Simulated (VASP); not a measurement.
# PrMgH (P-6m2) in VASP: a series of runs

PrMgH is run at these levels: PBE; tasks: single point, relaxation of cell and atoms.

All numbers are computed with VASP 6.6.1; they aren't measurements. Logs are shortened: lines on timing, memory, paths and dates and some standing lists are left out, and cuts for length are marked.

## (1) The cell of the first run

Symmetry: P-6m2, No. 187, hexagonal system. The conventional cell has a = 3.631 Å, b = 3.631 Å, c = 5.438 Å, α = 90.00°, β = 90.00°, γ = 120.00°. Pr (site symmetry -6m2) has 6 Mg at 3.43 Å and 6 H at 3.43 Å and 6 Pr at 3.63 Å within 4.5 Å. Mg (site symmetry -6m2) has 3 H at 2.10 Å within 2.8 Å. Within 2.8 Å of H (site symmetry -6m2) lie 3 Mg at 2.10 Å.

## (2) Single point, PBE

Contents of INCAR:

```
SYSTEM = PrMgH
PREC = Accurate
ENCUT = 520
EDIFF = 1E-6
ISMEAR = 0
SIGMA = 0.1
LREAL = .False.
LASPH = .True.
NELM = 80
ALGO = Normal
ISIF = 2
LWAVE = .False.
LCHARG = .False.
GGA = PE
NBANDS = 15
```

Contents of KPOINTS:

```
regular mesh
0
Gamma
  12 12 12
  0 0 0
```

Contents of POSCAR:

```
PrMgH
1.0
    3.6310063553      0.0000000000      0.0000000000
   -1.8155031777      3.1445437450      0.0000000000
    0.0000000000      0.0000000000      5.4383925145
Pr Mg H
1 1 1
Direct
    0.0000000000      0.0000000000      0.0000000000
    0.6666666667      0.3333333333      0.5000000000
    0.3333333333      0.6666666667      0.5000000000
```

Potentials or basis: VASP PAW PBE potentials, release 64 (Pr, Mg, H).

Command:

```sh
$ cat potpaw_PBE.64/Pr/POTCAR potpaw_PBE.64/Mg/POTCAR potpaw_PBE.64/H/POTCAR > POTCAR
$ mpirun -np 1 vasp_std > vasp.out
```

OUTCAR:

```text
SYSTEM = PrMgH
   PREC = Accurate
   ENCUT = 520
   EDIFF = 1E-6
   ISMEAR = 0
   LREAL = .False.
   LASPH = .True.
   NELM = 80
   ISIF = 2
   GGA = PE

 ion  position               nearest neighbor table
   1  0.000  0.000  0.000-   2 3.43   2 3.43   2 3.43   2 3.43   2 3.43   2 3.43
   2  0.667  0.333  0.500-   3 2.10   3 2.10   3 2.10   1 3.43   1 3.43   1 3.43   1 3.43   1 3.43
                             1 3.43
   3  0.333  0.667  0.500-   2 2.10   2 2.10   2 2.10

  LATTYP: Found a hexagonal cell.
 ALAT       =     3.6310063553
 C/A-ratio  =     1.4977645265

  Lattice vectors:

 A1 = (   3.6310063553,   0.0000000000,   0.0000000000)
 A2 = (  -1.8155031777,   3.1445437450,   0.0000000000)
 A3 = (   0.0000000000,   0.0000000000,   5.4383925145)

Analysis of symmetry for initial positions (statically):
=====================================================================
 Subroutine PRICEL returns:
 Original cell was already a primitive cell.

 Routine SETGRP: Setting up the symmetry group for a
 hexagonal supercell.

 Subroutine GETGRP returns: Found 12 space group operations
 (whereof 12 operations were pure point group operations)
 out of a pool of 24 trial point group operations.

The static configuration has the point symmetry D_3h.

Analysis of symmetry for dynamics (positions and initial velocities):
=====================================================================
 Subroutine PRICEL returns:
 Original cell was already a primitive cell.

 Routine SETGRP: Setting up the symmetry group for a
 hexagonal supercell.

 Subroutine GETGRP returns: Found 12 space group operations
 (whereof 12 operations were pure point group operations)
 out of a pool of 24 trial point group operations.

The dynamic configuration has the point symmetry D_3h.

 Subroutine INISYM returns: Found 12 space group operations
 (whereof 12 operations are pure point group operations),
 and found     1 'primitive' translations

----------------------------------------------------------------------------------------

                                     Primitive cell

  volume of cell :      62.0948

  direct lattice vectors                    reciprocal lattice vectors
     3.631006355  0.000000000  0.000000000     0.275405742  0.159005579  0.000000000
    -1.815503178  3.144543745  0.000000000     0.000000000  0.318011159  0.000000000
     0.000000000  0.000000000  5.438392515     0.000000000  0.000000000  0.183877864

  length of vectors
     3.631006355  3.631006355  5.438392515     0.318011159  0.318011159  0.183877864

  position of ions in fractional coordinates (direct lattice)
     0.000000000  0.000000000  0.000000000
     0.666666667  0.333333333  0.500000000
     0.333333333  0.666666667  0.500000000

  ion indices of the primitive-cell ions
   primitive index   ion index
                 1           1
                 2           2
                 3           3

----------------------------------------------------------------------------------------

 KPOINTS: regular mesh

Automatic generation of k-mesh.
 Grid dimensions read from file:
 generate k-points for:   12   12   12

 Generating k-lattice:

  Cartesian coordinates                     Fractional coordinates (reciprocal lattice)
     0.022950479  0.013250465  0.000000000     0.083333333  0.000000000  0.000000000
     0.000000000  0.026500930  0.000000000     0.000000000  0.083333333  0.000000000
     0.000000000  0.000000000  0.015323155     0.000000000  0.000000000  0.083333333

  Length of vectors
     0.026500930  0.026500930  0.015323155

  Shift w.r.t. Gamma in fractional coordinates (k-lattice)
     0.000000000  0.000000000  0.000000000

 Subroutine IBZKPT returns following result:
 ===========================================

 Found    133 irreducible k-points:

 Following reciprocal coordinates:
            Coordinates               Weight
  0.000000  0.000000  0.000000      1.000000
  0.083333  0.000000  0.000000      6.000000
  0.166667  0.000000  0.000000      6.000000
  0.250000  0.000000  0.000000      6.000000
  0.333333  0.000000  0.000000      6.000000
  0.416667  0.000000  0.000000      6.000000
[... 16 lines left out ...]
  0.250000  0.000000  0.083333     12.000000
  0.333333  0.000000  0.083333     12.000000
 [... further k-points ...]
   k-points           NKPTS =    133   k-points in BZ     NKDIM =    133   number of bands    NBANDS=     15
   number of dos      NEDOS =    301   number of ions     NIONS =      3
   total plane-waves  NPLWV =  31360
   dimension x,y,z NGX =    28 NGY =   28 NGZ =   40
   dimension x,y,z NGXF=    56 NGYF=   56 NGZF=   80
   ions per type =               1   1   1
   NGX,Y,Z   is equivalent  to a cutoff of  12.82, 12.82, 12.23 a.u.
   NGXF,Y,Z  is equivalent  to a cutoff of  25.64, 25.64, 24.46 a.u.
 SYSTEM =  PrMgH
   PREC   = accura    normal or accurate (medium, high low for compatibility)
   ISTART =      0    job   : 0-new  1-cont  2-samecut
   ICHARG =      2    charge: 1-file 2-atom 10-const
   ISPIN  =      1    spin polarized calculation?
   LNONCOLLINEAR =      F non collinear calculations
   LSORBIT =      F    spin-orbit coupling
   LASPH  =      T    aspherical Exc in radial PAW
   ENCUT  =  520.0 eV  38.22 Ry    6.18 a.u.   6.75  6.75 10.11*2*pi/ulx,y,z
   NELM   =     80;   NELMIN=  2; NELMDL= -5     # of ELM steps
   EDIFF  = 0.1E-05   stopping-criterion for ELM
   LREAL  =      F    real-space projection
   EDIFFG = 0.1E-04   stopping-criterion for IOM
   NSW    =      0    number of steps for IOM
   IBRION =     -1    ionic relax: 0-MD 1-quasi-New 2-CG
   NFREE  =      0    steps in history (QN), initial steepest desc. (CG)
   ISIF   =      2    stress and relaxation
   ISYM   =      2    0-nonsym 1-usesym 2-fastsym
   POTIM  = 0.5000    time-step for ionic-motion
   TEBEG  =    0.0;   TEEND  =   0.0 temperature during run
   PSTRESS=    0.0 pullay stress
   NELECT =      16.0000    total number of electrons
   NUPDOWN=      -1.0000    fix difference up-down
   EMIN   =  10.00;   EMAX   =-10.00  energy-range for DOS
[... 5 lines left out ...]
     AMIX     =   0.40;   BMIX     =  1.00
     AMIX_MAG =   1.60;   BMIX_MAG =  1.00
  volume/ion in A,a.u.               =      20.70       139.68
  Fermi-wavevector in a.u.,A,eV,Ry     =   1.041749  1.968620 14.765600  1.085241
  Thomas-Fermi vector in A             =   2.176384
   LORBIT       =      0    0 simple, 1 ext, 2 COOP (PROOUT), +10 PAW based schemes
   GGA     = PE    functional components
   LHFCALC =     F    Hartree Fock is set to
   AEXX    =    0.0000 exact exchange contribution
   IVDW    =     0    specifies the selected vdW correction
   LEPSILON=     F    determine dielectric tensor
   LRPA    =     F    only Hartree local field effects (RPA)
 non-spin polarized calculation
 Gauss-broadening in eV      SIGMA  =   0.10
  energy-cutoff  :      520.00
  volume of cell :       62.09
 maximum number of plane-waves:      1695
 NGX is ok and might be reduce to    28
   NGX = 13   NGY = 13   NGZ = 21

 number of electron      15.9999999 magnetization

 Free energy of the ion-electron system (eV)
  ---------------------------------------------------
  ext. energy  EPLUGINS =         0.00000000
  ---------------------------------------------------
  free energy    TOTEN  =        -9.06197452 eV

  energy without entropy =       -8.99114725  energy(sigma->0) =       -9.02656088

 E-fermi :   4.3622     XC(G=0):  -9.3281

 val. band max:        4.3621465457   @ k =   0.4167   0.0000   0.0000
 cond. band min:       4.3651315596   @ k =   0.3333   0.0000   0.5000
 fundamental gap:      0.0029850139
 Fermi energy:         4.3621560480

 k-point     1 :       0.0000    0.0000    0.0000
  band No.  band energies     occupation
      1     -31.5338      2.00000
      2     -13.7030      2.00000
      3     -13.0239      2.00000
      4     -13.0239      2.00000
      5      -2.6626      2.00000
      6       2.8262      2.00000
      7       4.2175      1.95917
      8       4.2288      1.94063
      9       4.4979      0.05485
     10       4.4979      0.05482
     11       4.6972      0.00000
     12       4.6972      0.00000
     13       4.9348      0.00000
     14       5.2796      0.00000
     15       6.3150      0.00000

 k-point     2 :       0.0833    0.0000    0.0000
  band No.  band energies     occupation
      1     -31.5261      2.00000
      2     -13.6913      2.00000
      3     -13.0991      2.00000
      4     -13.0402      2.00000
      5      -2.5612      2.00000
      6       3.0095      2.00000
      7       4.1973      1.98023
      8       4.2111      1.96733
      9       4.4905      0.06954
     10       4.5067      0.04100
     11       4.6927      0.00000
     12       4.6956      0.00000
     13       4.8824      0.00000
     14       5.1838      0.00000
     15       6.0227      0.00000

 k-point     3 :       0.1667    0.0000    0.0000
  band No.  band energies     occupation
      1     -31.5049      2.00000
      2     -13.6591      2.00000
      3     -13.2988      2.00000
      4     -13.0845      2.00000
      5      -2.2683      2.00000
      6       3.4484      2.00000
      7       4.1241      1.99924
      8       4.1752      1.99181
      9       4.4694      0.12939
     10       4.5314      0.01666
     11       4.6772      0.00001
     12       4.6936      0.00000
     13       4.7907      0.00000
     14       4.9646      0.00000
     15       5.5005      0.00000

 k-point     4 :       0.2500    0.0000    0.0000
  band No.  band energies     occupation
      1     -31.4759      2.00000
      2     -13.6147      2.00000
      3     -13.5591      2.00000
      4     -13.1441      2.00000
      5      -1.8140      2.00000
      6       3.5815      2.00000
      7       3.9723      2.00000
      8       4.3251      1.39975
      9       4.4366      0.29238
     10       4.5679      0.00362
     11       4.6446      0.00007
     12       4.6881      0.00000
     13       4.7299      0.00000
     14       4.7602      0.00000
     15       5.0191      0.00000
[... 307 lines left out ...]
 k-point    22 :       0.1667    0.0000    0.0833
  band No.  band energies     occupation
      1     -31.5049      2.00000
      2     -13.6610      2.00000
      3     -13.2986      2.00000
      4     -13.0845      2.00000
      5      -2.2398      2.00000
      6       3.3383      2.00000
      7       4.1460      1.99776
      8       4.1854      1.98756
      9       4.4671      0.13766
     10       4.5309      0.01699
     11       4.6757      0.00001
     12       4.6782      0.00001
     13       4.7910      0.00000
     14       4.9920      0.00000
     15       5.5342      0.00000

 k-point    23 :       0.2500    0.0000    0.0833
  band No.  band energies     occupation
      1     -31.4759      2.00000
      2     -13.6163      2.00000
      3     -13.5589      2.00000
      4     -13.1441      2.00000
      5      -1.7930      2.00000
      6       3.4980      2.00000
      7       4.0106      2.00000
      8       4.3235      1.41542
      9       4.4308      0.33139
     10       4.5674      0.00370
     11       4.6452      0.00006
     12       4.6458      0.00006
     13       4.7307      0.00000
     14       4.8214      0.00000
     15       5.0557      0.00000

 k-point    24 :       0.3333    0.0000    0.0833
  band No.  band energies     occupation
      1     -31.4465      2.00000
      2     -13.8066      2.00000
      3     -13.5710      2.00000
      4     -13.2027      2.00000
      5      -1.2394      2.00000
      6       3.1290      2.00000
      7       3.8238      2.00000
      8       4.3481      1.15705
      9       4.4417      0.26077
     10       4.5534      0.00685
     11       4.6053      0.00059
     12       4.6078      0.00051
     13       4.6460      0.00006
     14       4.7051      0.00000
     15       4.7754      0.00000

 [... further k-points ...]

------------------------ aborting loop because EDIFF is reached ----------------------------------------

  FORCE on cell =-STRESS in cart. coord.  units (eV):
  Direction    XX          YY          ZZ          XY          YZ          ZX
  --------------------------------------------------------------------------------------
  -------------------------------------------------------------------------------------
  Total       -1.7354284     -1.7354284     -0.8036512      0.0000000      0.0000000      0.0000000
  in kB      -44.7777315    -44.7777315    -20.7359034      0.0000000      0.0000000      0.0000000
  external PRESSURE =     -36.7637888 kB  Pullay stress =       0.0000000 kB

 VOLUME and BASIS-vectors are now :
 -----------------------------------------------------------------------------
  energy-cutoff  :      520.00
  volume of cell :       62.09
      direct lattice vectors                 reciprocal lattice vectors
     3.631006355  0.000000000  0.000000000     0.275405742  0.159005579  0.000000000
    -1.815503178  3.144543745  0.000000000     0.000000000  0.318011159  0.000000000
     0.000000000  0.000000000  5.438392515     0.000000000  0.000000000  0.183877864

 POSITION                                       TOTAL-FORCE (eV/Angst)
 -----------------------------------------------------------------------------------
      0.00000      0.00000      0.00000         0.000000     -0.000000      0.000000
      1.81550      1.04818      2.71920        -0.000000      0.000000      0.000000
     -0.00000      2.09636      2.71920        -0.000000     -0.000000      0.000000
 -----------------------------------------------------------------------------------
    total drift:                                0.000000     -0.000000      0.000000

  FREE ENERGIE OF THE ION-ELECTRON SYSTEM (eV)
  ---------------------------------------------------
  free  energy   TOTEN  =        -9.0619745153 eV

  energy  without entropy=       -8.9911472457  energy(sigma->0) =       -9.02656088
```

It took 2.3 min on 1 thread of Intel Xeon 6975P-C (Granite Rapids), shared host; peak memory 0.34 GiB.

What came out:

| Property | Result |
| --- | --- |
| Free energy | -9.0620 eV |
| Pressure | -3.7 GPa |
| Band gap on the k mesh | zero (band 8 reaches 4.52 eV, above the bottom of band 9 at 4.24 eV) |

Stress tensor (GPa, compression positive):
```
-4.48  0.00  0.00
 0.00 -4.48  0.00
 0.00  0.00 -2.07
```

Levels at points of the mesh, in eV from the Fermi level:
```csv
k point,band 6,band 7,band 8,band 9,band 10,band 11
"(0.00, 0.00, 0.00)",-1.54,-0.14,-0.13,0.14,0.14,0.34
"(0.50, 0.00, 0.00)",-2.06,-0.83,-0.43,-0.01,0.18,0.21
"(0.00, 0.00, 0.50)",-2.85,-0.12,-0.03,0.13,0.13,0.35
"(0.50, 0.00, 0.50)",-1.41,-1.17,0.01,0.12,0.21,0.26
```

Caveat: spin-orbit coupling is left out, which moves the levels of the heavy elements; without U or exact exchange the open f shell lies at the Fermi level, which spoils levels, moments and volumes.

## (3) Relaxation of cell and atoms, PBE

This run uses another cell than the first one, of 20.46 Å³/atom, 0.988 times its volume.

Contents of INCAR:

```
ALGO = Normal ; EDIFF = 1E-6
EDIFFG = -0.01 ; ENCUT = 600
GGA = PE ; IBRION = 2
ISIF = 3 ; ISMEAR = 0
LASPH = T ; LCHARG = F
LREAL = F ; LWAVE = F
NELM = 60 ; NSW = 100
PREC = Accurate ; SIGMA = 0.1
```

Contents of KPOINTS:

```
k-points
0
Gamma
  12 12 12
```

Contents of POSCAR:

```
PrMgH
1.0
    4.0531491000      0.0000000000      0.0000000000
   -2.0265745500      3.5101300900      0.0000000000
    0.0000000000      0.0000000000      4.3140912100
Pr Mg H
1 1 1
Direct
    0.0000000000      0.0000000000      0.0000000000
    0.6666666700      0.3333333300      0.5000000000
    0.3333333300      0.6666666700      0.5000000000
```

Potentials or basis: VASP PAW PBE potentials, release 64 (Pr, Mg, H).

Command:

```sh
$ cat potpaw_PBE.64/Pr/POTCAR potpaw_PBE.64/Mg/POTCAR potpaw_PBE.64/H/POTCAR > POTCAR
$ mpirun -np 1 vasp_std > vasp.out
```

Wall time 81 min (1 thread of Intel Xeon 6975P-C (Granite Rapids), shared host); peak memory 0.44 GiB.

Results (log left out):

| Property | Result |
| --- | --- |
| Free energy | -9.2151 eV |
| Relaxed volume | 17.68 Å³/atom |
| Relaxed cell | a = 3.276 Å, b = 3.276 Å, c = 5.706 Å, α = 90.00°, β = 90.00°, γ = 120.00° |
| Space group after relaxing (to 0.05 Å) | P-6m2 (No. 187) |
| Energy gained by relaxing | 144.5 meV/atom |
| Ionic steps | 24 |
| Pressure after relaxing | 0.1 GPa |
| Band gap on the k mesh | zero (band 8 reaches 5.47 eV, above the bottom of band 9 at 5.27 eV) |

The path:
```tsv
step	energy change (eV)	largest force (eV/Å)	pressure (GPa)	volume (Å³)
1	0.0000	0.0000	7.29	61.38
2	0.0726	0.0000	63.99	70.00
3	1.4791	0.0000	-9.79	100.38
4	0.8539	0.0000	-4.08	94.95
5	0.7923	0.0000	-2.42	91.56
6	0.3081	0.0000	-7.90	80.32
7	0.2148	0.0000	2.73	75.05
8	0.2846	0.0000	1.13	76.50
9	0.2974	0.0000	1.49	77.59
10	0.3525	0.0000	0.93	78.95
11	0.3570	0.0000	1.56	79.63
12	0.3999	0.0000	0.66	80.61
13	0.4109	0.0000	-12.64	83.47
14	0.4545	0.0000	-1.13	81.19
15	0.4160	0.0000	-0.56	80.45
16	0.3207	0.0000	-6.86	78.21
17	0.1394	0.0000	-1.12	73.69
18	-0.2109	0.0000	-4.40	64.53
19	-0.1874	0.0000	7.18	46.37
20	-0.3933	0.0000	-2.26	57.88
21	-0.4328	0.0000	-0.27	53.98
22	-0.4338	0.0000	-0.27	53.30
23	-0.4251	0.0000	1.34	51.63
24	-0.4335	0.0000	0.07	53.04
```

Final structure:
```
Pr Mg H
1.0
     3.27595    0.00000    0.00000
    -1.63797    2.83705    0.00000
     0.00000    0.00000    5.70646
Pr Mg H
1 1 1
Direct
  0.00000 0.00000 0.00000
  0.66667 0.33333 0.50000
  0.33333 0.66667 0.50000
```

Levels at points of the mesh, in eV from the Fermi level:
```csv
k point,band 5,band 6,band 7,band 8,band 9,band 10,band 11,band 12
"(0.00, 0.00, 0.00)",-7.96,-1.52,-0.29,-0.15,0.23,0.23,0.48,0.48
"(0.50, 0.00, 0.00)",-5.33,-1.90,-1.28,-0.80,-0.02,0.21,0.21,0.38
"(0.00, 0.00, 0.50)",-7.45,-2.80,-0.31,-0.25,-0.02,0.23,0.23,0.48
"(0.50, 0.00, 0.50)",-5.49,-1.50,-1.43,0.01,0.04,0.21,0.42,0.43
```

Caveat: spin-orbit coupling is left out, which moves the levels of the heavy elements; without U or exact exchange the open f shell lies at the Fermi level, which spoils levels, moments and volumes. Spin polarisation is off, so any magnetic state and its effect on volume and gap are missing.
